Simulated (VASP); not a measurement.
Runs of VASP 6.6.1 on Re. The structure is that of space group P6_3/mmc (No. 194), or close to it. The cells are those of the table. 

| task | cell | cutoff (eV) | gap on the mesh (eV) | pressure (GPa) | relaxed volume (Å³/atom) |
| --- | --- | --- | --- | --- | --- |
| relaxation of cell and atoms | relaxed from a = 2.776, b = 2.776, c = 4.482 Å, angles 90.0, 90.0, 120.0°, 2 atoms | 600 | none | 0.0 | 14.94 |
| single point | a = 2.852, b = 2.852, c = 4.556 Å, angles 90.0, 90.0, 120.0°, 2 atoms | 520 | none | -22.8 | - |
| relaxation of cell and atoms | relaxed from a = 2.773, b = 2.773, c = 4.492 Å, angles 90.0, 90.0, 120.0°, 2 atoms | 600 | none | 0.0 | (a) |
| single point | a = 2.776, b = 2.776, c = 4.482 Å, angles 90.0, 90.0, 120.0°, 2 atoms | 520 | none | -0.6 | - |

Alike in all rows: level PBE; potentials or basis VASP PAW PBE potentials, release 64 (Re); no spin polarisation; k mesh 17 × 17 × 9; smearing fermi-dirac 0.05 eV.

Task: Estimate the missing entries.

Result: (a) 14.93.

Caveats: spin-orbit coupling is left out, which moves the levels of the heavy elements.

A k mesh can miss the band edges, and the runs leave out spin-orbit coupling on Re.

A gap of «none» marks levels without a gap at the run's occupations.
